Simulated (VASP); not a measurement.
# Au3C in VASP: further runs

The runs below take Au3C through single point, with PBE.

All numbers are computed with VASP 6.6.1; they aren't measurements. Logs are shortened: lines on timing, memory, paths and dates and some standing lists are left out, and cuts for length are marked.

**1. The cell of the first run**

The cell holds a slab with vacuum, 4 atoms: a = 2.940 Å, b = 2.940 Å, c = 21.897 Å, α = 90.00°, β = 90.00°, γ = 120.00°.

**2. Single point, PBE**

The input, INCAR:

```
SYSTEM = Au3C
PREC = Accurate
ENCUT = 520
EDIFF = 1E-6
ISMEAR = 0
SIGMA = 0.1
LREAL = .FALSE.
LASPH = .TRUE.
NELM = 80
ALGO = Normal
ISIF = 2
LWAVE = .FALSE.
LCHARG = .TRUE.
LDIPOL = .TRUE.
IDIPOL = 3
DIPOL = 0.5 0.5 0.353
GGA = PE
LELF = .TRUE.
LVHAR = .TRUE.
LVACPOTAV = .TRUE.
NBANDS = 26
```

The input, KPOINTS:

```
Automatic mesh
0
G
  9 9 1
  0 0 0
```

The input, POSCAR:

```
Au3C
1.0
    2.9402049748      0.0000000000      0.0000000000
   -1.4701024874      2.5462922005      0.0000000000
    0.0000000000      0.0000000000     21.8974947720
Au C
3 1
Direct
    0.6666666667      0.3333333333      0.1826692981
    0.3333333333      0.6666666667      0.2945190844
    0.0000000000      0.0000000000      0.4063247812
    0.3333333333     -0.3333333333      0.5282565377
```

Potentials or basis: VASP PAW PBE potentials, release 64 (Au, C).

Started as:

```
$ cat potpaw_PBE.64/Au/POTCAR potpaw_PBE.64/C/POTCAR > POTCAR
$ mpirun -np 1 vasp_std > vasp.out
```

OUTCAR:

```text
SYSTEM = Au3C
   PREC = Accurate
   ENCUT = 520
   EDIFF = 1E-6
   ISMEAR = 0
   LREAL = .FALSE.
   LASPH = .TRUE.
   NELM = 80
   ISIF = 2
   GGA = PE

 ion  position               nearest neighbor table
   1  0.667  0.333  0.183-   2 2.98   2 2.98   2 2.98
   2  0.333  0.667  0.295-   3 2.98   3 2.98   3 2.98   1 2.98   1 2.98   1 2.98
   3  0.000  0.000  0.406-   2 2.98   2 2.98   2 2.98
   4  0.333  0.667  0.528-

  LATTYP: Found a hexagonal cell.
 ALAT       =     2.9402049748
 C/A-ratio  =     7.4476082313

  Lattice vectors:

 A1 = (   2.9402049748,   0.0000000000,   0.0000000000)
 A2 = (  -1.4701024874,   2.5462922005,   0.0000000000)
 A3 = (   0.0000000000,   0.0000000000,  21.8974947720)

Analysis of symmetry for initial positions (statically):
=====================================================================
 Subroutine PRICEL returns:
 Original cell was already a primitive cell.

 Routine SETGRP: Setting up the symmetry group for a
 hexagonal supercell.

 Subroutine GETGRP returns: Found  6 space group operations
 (whereof  6 operations were pure point group operations)
 out of a pool of 24 trial point group operations.

The static configuration has the point symmetry C_3v.

Analysis of symmetry for dynamics (positions and initial velocities):
=====================================================================
 Subroutine PRICEL returns:
 Original cell was already a primitive cell.

 Routine SETGRP: Setting up the symmetry group for a
 hexagonal supercell.

 Subroutine GETGRP returns: Found  6 space group operations
 (whereof  6 operations were pure point group operations)
 out of a pool of 24 trial point group operations.

The dynamic configuration has the point symmetry C_3v.

 Subroutine INISYM returns: Found  6 space group operations
 (whereof  6 operations are pure point group operations),
 and found     1 'primitive' translations

----------------------------------------------------------------------------------------

                                     Primitive cell

  volume of cell :     163.9382

  direct lattice vectors                    reciprocal lattice vectors
     2.940204975  0.000000000  0.000000000     0.340112342  0.196363952  0.000000000
    -1.470102487  2.546292200  0.000000000     0.000000000  0.392727904  0.000000000
     0.000000000  0.000000000 21.897494772     0.000000000  0.000000000  0.045667325

  length of vectors
     2.940204975  2.940204975 21.897494772     0.392727904  0.392727904  0.045667325

  position of ions in fractional coordinates (direct lattice)
     0.666666667  0.333333333  0.182669298
     0.333333333  0.666666667  0.294519084
     0.000000000  0.000000000  0.406324781
     0.333333333  0.666666667  0.528256538

  ion indices of the primitive-cell ions
   primitive index   ion index
                 1           1
                 2           2
                 3           3
                 4           4

----------------------------------------------------------------------------------------

 KPOINTS: Automatic mesh

Automatic generation of k-mesh.
 Grid dimensions read from file:
 generate k-points for:    9    9    1

 Generating k-lattice:

  Cartesian coordinates                     Fractional coordinates (reciprocal lattice)
     0.037790260  0.021818217  0.000000000     0.111111111  0.000000000  0.000000000
     0.000000000  0.043636434  0.000000000     0.000000000  0.111111111  0.000000000
     0.000000000  0.000000000  0.045667325     0.000000000  0.000000000  1.000000000

  Length of vectors
     0.043636434  0.043636434  0.045667325

  Shift w.r.t. Gamma in fractional coordinates (k-lattice)
     0.000000000  0.000000000  0.000000000

 Subroutine IBZKPT returns following result:
 ===========================================

 Found     12 irreducible k-points:

 Following reciprocal coordinates:
            Coordinates               Weight
  0.000000  0.000000  0.000000      1.000000
  0.111111  0.000000  0.000000      6.000000
  0.222222 -0.000000  0.000000      6.000000
  0.333333 -0.000000  0.000000      6.000000
  0.444444 -0.000000  0.000000      6.000000
  0.111111  0.111111  0.000000      6.000000
  0.222222  0.111111  0.000000     12.000000
  0.333333  0.111111  0.000000     12.000000
  0.444444  0.111111  0.000000      6.000000
  0.222222  0.222222  0.000000      6.000000
  0.333333  0.222222  0.000000     12.000000
  0.333333  0.333333  0.000000      2.000000
   k-points           NKPTS =     12   k-points in BZ     NKDIM =     12   number of bands    NBANDS=     26
   number of dos      NEDOS =    301   number of ions     NIONS =      4
   total plane-waves  NPLWV =  96768
   dimension x,y,z NGX =    24 NGY =   24 NGZ =  168
   dimension x,y,z NGXF=    48 NGYF=   48 NGZF=  336
   ions per type =               3   1
   NGX,Y,Z   is equivalent  to a cutoff of  13.57, 13.57, 12.75 a.u.
   NGXF,Y,Z  is equivalent  to a cutoff of  27.14, 27.14, 25.51 a.u.
 SYSTEM =  Au3C
   PREC   = accura    normal or accurate (medium, high low for compatibility)
   ISTART =      0    job   : 0-new  1-cont  2-samecut
   ICHARG =      2    charge: 1-file 2-atom 10-const
   ISPIN  =      1    spin polarized calculation?
   LNONCOLLINEAR =      F non collinear calculations
   LSORBIT =      F    spin-orbit coupling
   LASPH  =      T    aspherical Exc in radial PAW
   ENCUT  =  520.0 eV  38.22 Ry    6.18 a.u.   5.47  5.47 40.71*2*pi/ulx,y,z
   NELM   =     80;   NELMIN=  2; NELMDL= -5     # of ELM steps
   EDIFF  = 0.1E-05   stopping-criterion for ELM
   LREAL  =      F    real-space projection
   EDIFFG = 0.1E-04   stopping-criterion for IOM
   NSW    =      0    number of steps for IOM
   IBRION =     -1    ionic relax: 0-MD 1-quasi-New 2-CG
   NFREE  =      0    steps in history (QN), initial steepest desc. (CG)
   ISIF   =      2    stress and relaxation
   ISYM   =      2    0-nonsym 1-usesym 2-fastsym
   POTIM  = 0.5000    time-step for ionic-motion
   TEBEG  =    0.0;   TEEND  =   0.0 temperature during run
   PSTRESS=    0.0 pullay stress
   NELECT =      37.0000    total number of electrons
   NUPDOWN=      -1.0000    fix difference up-down
   EMIN   =  10.00;   EMAX   =-10.00  energy-range for DOS
   EFERMI =   0.00;   METHOD = LEGACY
   ISMEAR =     0;   SIGMA  =   0.10  broadening in eV -4-tet -1-fermi 0-gaus
   EFERMI_NEDOS =   21; number of points for ismear=-14 and -15
   IALGO  =     38    algorithm
   IMIX   =      4    mixing-type and parameters
     AMIX     =   0.40;   BMIX     =  1.00
     AMIX_MAG =   1.60;   BMIX_MAG =  1.00
  volume/ion in A,a.u.               =      40.98       276.58
  Fermi-wavevector in a.u.,A,eV,Ry     =   0.996740  1.883566 13.517266  0.993491
  Thomas-Fermi vector in A             =   2.128849
   LORBIT       =      0    0 simple, 1 ext, 2 COOP (PROOUT), +10 PAW based schemes
   GGA     = PE    functional components
   LHFCALC =     F    Hartree Fock is set to
   AEXX    =    0.0000 exact exchange contribution
   IVDW    =     0    specifies the selected vdW correction
   LEPSILON=     F    determine dielectric tensor
   LRPA    =     F    only Hartree local field effects (RPA)
 non-spin polarized calculation
 Gauss-broadening in eV      SIGMA  =   0.10
  energy-cutoff  :      520.00
  volume of cell :      163.94
 maximum number of plane-waves:      4481
 NGX is ok and might be reduce to    24
   NGX = 11   NGY = 11   NGZ = 81

 dipolmoment           0.000000      0.000000     -0.000029 electrons x Angstroem

 number of electron      36.9999996 magnetization

 dipolmoment           0.000000      0.000000      0.025814 electrons x Angstroem

 Free energy of the ion-electron system (eV)
  ---------------------------------------------------
  ext. energy  EPLUGINS =         0.00000000
  ---------------------------------------------------
  free energy    TOTEN  =       -11.85681240 eV

  energy without entropy =      -11.84576419  energy(sigma->0) =      -11.85128829

 E-fermi :  -0.4456     XC(G=0):  -5.7736

 val. band max:       -0.5474409681   @ k =   0.2222   0.2222   0.0000
 cond. band min:      -0.4055251125   @ k =   0.2222   0.1111   0.0000
 fundamental gap:      0.1419158556
 Fermi energy:        -0.4455672419

 k-point     1 :       0.0000    0.0000    0.0000
  band No.  band energies     occupation
      1     -10.3929      2.00000
      2      -8.6220      2.00000
      3      -7.1938      2.00000
      4      -6.7959      2.00000
      5      -4.5872      2.00000
      6      -4.4109      2.00000
[... 18 lines left out ...]
     25       5.3075      0.00000
     26       5.8331      0.00000

 k-point     2 :       0.1111    0.0000    0.0000
  band No.  band energies     occupation
      1     -10.2104      2.00000
      2      -8.2714      2.00000
      3      -6.8451      2.00000
      4      -6.4841      2.00000
      5      -4.6400      2.00000
      6      -4.5702      2.00000
[... 18 lines left out ...]
     25       5.5738      0.00000
     26       6.0976      0.00000

 k-point     3 :       0.2222   -0.0000    0.0000
  band No.  band energies     occupation
      1      -9.6984      2.00000
      2      -7.3648      2.00000
      3      -6.1122      2.00000
      4      -5.8428      2.00000
      5      -5.0541      2.00000
      6      -4.7853      2.00000
[... 18 lines left out ...]
     25       6.3559      0.00000
     26       6.8864      0.00000

 k-point     4 :       0.3333   -0.0000    0.0000
  band No.  band energies     occupation
      1      -8.9810      2.00000
      2      -6.5723      2.00000
      3      -6.0300      2.00000
      4      -5.7716      2.00000
      5      -5.4899      2.00000
      6      -4.6756      2.00000
[... 18 lines left out ...]
     25       7.0360      0.00000
     26       7.5195      0.00000

 k-point     5 :       0.4444   -0.0000    0.0000
  band No.  band energies     occupation
      1      -8.3685      2.00000
      2      -6.4369      2.00000
      3      -6.2000      2.00000
      4      -5.8914      2.00000
      5      -5.7819      2.00000
      6      -4.7884      2.00000
[... 18 lines left out ...]
     25       5.7781      0.00000
     26       7.6484      0.00000

 k-point     6 :       0.1111    0.1111    0.0000
  band No.  band energies     occupation
      1      -9.8626      2.00000
      2      -7.6256      2.00000
      3      -6.2439      2.00000
      4      -5.9546      2.00000
      5      -4.9388      2.00000
      6      -4.7141      2.00000
[... 18 lines left out ...]
     25       6.0993      0.00000
     26       6.6269      0.00000

 k-point     7 :       0.2222    0.1111    0.0000
  band No.  band energies     occupation
      1      -9.2415      2.00000
      2      -6.6553      2.00000
      3      -5.7598      2.00000
      4      -5.5306      2.00000
      5      -5.1174      2.00000
      6      -4.9217      2.00000
[... 18 lines left out ...]
     25       7.1079      0.00000
     26       7.6110      0.00000

 k-point     8 :       0.3333    0.1111    0.0000
  band No.  band energies     occupation
      1      -8.5456      2.00000
      2      -6.2083      2.00000
      3      -5.9291      2.00000
      4      -5.7230      2.00000
      5      -5.4380      2.00000
      6      -4.7695      2.00000
[... 18 lines left out ...]
     25       6.6698      0.00000
     26       7.8180      0.00000

 k-point     9 :       0.4444    0.1111    0.0000
  band No.  band energies     occupation
      1      -8.2014      2.00000
      2      -6.2024      2.00000
      3      -6.0327      2.00000
      4      -5.7969      2.00000
      5      -5.5702      2.00000
      6      -4.8031      2.00000
[... 18 lines left out ...]
     25       4.9514      0.00000
     26       8.2385      0.00000

 k-point    10 :       0.2222    0.2222    0.0000
  band No.  band energies     occupation
      1      -8.6206      2.00000
      2      -5.8795      2.00000
      3      -5.6553      2.00000
      4      -5.3074      2.00000
      5      -5.0598      2.00000
      6      -4.7093      2.00000
[... 18 lines left out ...]
     25       6.9479      0.00000
     26       7.9153      0.00000

 k-point    11 :       0.3333    0.2222    0.0000
  band No.  band energies     occupation
      1      -8.1201      2.00000
      2      -5.6846      2.00000
      3      -5.6487      2.00000
      4      -5.4035      2.00000
      5      -5.0075      2.00000
      6      -4.8175      2.00000
[... 18 lines left out ...]
     25       6.0117      0.00000
     26       7.0415      0.00000

 k-point    12 :       0.3333    0.3333    0.0000
  band No.  band energies     occupation
      1      -7.9396      2.00000
      2      -5.3958      2.00000
      3      -5.3520      2.00000
      4      -5.3369      2.00000
      5      -4.8986      2.00000
      6      -4.8867      2.00000
[... 18 lines left out ...]
     25       5.0960      0.00000
     26       6.9632      0.00000

------------------------ aborting loop because EDIFF is reached ----------------------------------------

  FORCE on cell =-STRESS in cart. coord.  units (eV):
  Direction    XX          YY          ZZ          XY          YZ          ZX
  --------------------------------------------------------------------------------------
  -------------------------------------------------------------------------------------
  Total       -5.3365028     -5.3365028     -3.6444153      0.0000000     -0.0000000     -0.0000000
  in kB      -52.1539306    -52.1539306    -35.6170678      0.0000000     -0.0000000     -0.0000000
  external PRESSURE =     -46.6416430 kB  Pullay stress =       0.0000000 kB

 VOLUME and BASIS-vectors are now :
 -----------------------------------------------------------------------------
  energy-cutoff  :      520.00
  volume of cell :      163.94
      direct lattice vectors                 reciprocal lattice vectors
     2.940204975  0.000000000  0.000000000     0.340112342  0.196363952  0.000000000
    -1.470102487  2.546292200  0.000000000     0.000000000  0.392727904  0.000000000
     0.000000000  0.000000000 21.897494772     0.000000000  0.000000000  0.045667325

 POSITION                                       TOTAL-FORCE (eV/Angst)
 -----------------------------------------------------------------------------------
      1.47010      0.84876      4.00000        -0.000000      0.000000      0.152641
     -0.00000      1.69753      6.44923         0.000000     -0.000000      0.084869
      0.00000      0.00000      8.89749        -0.000000      0.000000      0.757513
     -0.00000      1.69753     11.56749         0.000000     -0.000000     -0.995024
 -----------------------------------------------------------------------------------
    total drift:                                0.000000     -0.000000     -0.000017

  FREE ENERGIE OF THE ION-ELECTRON SYSTEM (eV)
  ---------------------------------------------------
  free  energy   TOTEN  =       -11.8568123962 eV

  energy  without entropy=      -11.8457641914  energy(sigma->0) =      -11.85128829

 vacuum level on the upper side and lower side of the slab         5.425         4.801
```

Wall time 37 s (1 thread of Intel Xeon 6975P-C (Granite Rapids), shared host); peak memory 0.3 GiB.

What came out:

- Free energy: -11.8568 eV
- Largest force: 0.995 eV/Å

Forces in eV/Å, atoms in the order of the input:
```
Au   0.000  0.000  0.153
Au   0.000  0.000  0.085
Au   0.000  0.000  0.758
C    0.000  0.000 -0.995
```

Levels at points of the mesh, in eV from the Fermi level:
```tsv
k point	band 15	band 16	band 17	band 18	band 19	band 20	band 21	band 22	band 23	band 24
(0.00, 0.00, 0.00)	-2.23	-2.23	-2.05	-1.81	-1.81	-0.36	2.26	2.64	2.64	4.99
```

Caveat: spin-orbit coupling is left out, which moves the levels of the heavy elements.

**3. Single point, PBE**

The input, INCAR:

```
SYSTEM = Au3C
PREC     = Accurate       ! precision mode
ENCUT    = 520            ! plane-wave cutoff, eV
EDIFF    = 1E-7           ! SCF threshold, eV
ISMEAR   = 0              ! smearing method
SIGMA    = 0.1            ! smearing width, eV
LREAL    = .False.        ! projectors in reciprocal space
LASPH    = .True.         ! aspherical terms in the spheres
NELM     = 60             ! most SCF steps
ALGO     = Normal         ! electronic algorithm
ISIF     = 2              ! what is computed and relaxed
LWAVE    = .False.        ! write WAVECAR
LCHARG   = .False.        ! write CHGCAR
LDIPOL   = .True.       
IDIPOL   = 3            
DIPOL    = 0.5 0.5 0.367
GGA      = PE             ! functional
NBANDS   = 26             ! bands
```

The input, KPOINTS:

```
Automatic mesh
0
Gamma
  9 9 1
  0 0 0
```

Changes to POSCAR since step 2:

```diff
@@ -11,2 +11,2 @@
     0.0000000000      0.0000000000      0.4063247812
-    0.3333333333     -0.3333333333      0.5282565377
+    0.3333333333     -0.3333333333      0.5830573271
```

Potentials or basis: VASP PAW PBE potentials, release 64 (Au, C).

Started as:

```
$ cat potpaw_PBE.64/Au/POTCAR potpaw_PBE.64/C/POTCAR > POTCAR
$ mpirun -np 1 vasp_std > vasp.out
```

Run time: 40 s. Hardware: 1 thread of Intel Xeon 6975P-C (Granite Rapids), shared host; peak memory 0.3 GiB.

It converged, with:

* Free energy: -11.2794 eV
* Largest force: 0.143 eV/Å

Forces in eV/Å, atoms in the order of the input:
```
Au   0.000  0.000  0.143
Au   0.000  0.000  0.030
Au   0.000  0.000 -0.038
C    0.000  0.000 -0.135
```

Levels at points of the mesh, in eV from the Fermi level:
| k point | band 15 | band 16 | band 17 | band 18 | band 19 | band 20 | band 21 | band 22 |
| --- | --- | --- | --- | --- | --- | --- | --- | --- |
| (0.00, 0.00, 0.00) | -2.29 | -2.29 | -1.87 | -1.87 | -1.61 | -0.75 | 0.85 | 2.66 |

Caveat: spin-orbit coupling is left out, which moves the levels of the heavy elements.

[end of part 1 of 2]
